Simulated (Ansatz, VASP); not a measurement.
**Cu: VASP beside Ansatz**

```
Cu
1.0
    -1.56526    1.56526    1.35488
     1.56526   -1.56526    1.35488
     1.56526    1.56526   -1.35488
Cu
1
Cartesian
  0.0000 0.0000 0.0000
```

Alike in both runs: task single point; functional PBE; k mesh 24 × 24 × 24; occupations gaussian, width 0.15 eV; no spin polarisation.

```csv
,VASP,Ansatz
version,VASP 6.6.1,Ansatz 0.2.0
potentials or method,"VASP PAW PBE potentials, release 64 (Cu), cutoff 520 eV","scalar-relativistic, plane waves, PAW"
valence electrons in the cell,11,19
```

Ansatz gave:

```
gap on the k mesh at the Fermi level (eV)                     : none
pressure (GPa)                                                : -10.4
traceless stress, the component that is largest in VASP (GPa) : 0.63
```

Problem. What did VASP give for the same quantities?

Solution. gap on the k mesh at the Fermi level (eV): none; pressure (GPa): -9.4; traceless stress, the component that is largest in VASP (GPa): 0.66.

A gap of «none» marks a metal or a gap that the smearing closes. With one functional, cell and mesh, what is left measures potentials, basis and numerics. VASP's potentials hold 11 valence electrons a cell and Ansatz's 19, so a difference there can come from the potentials and not from the codes.
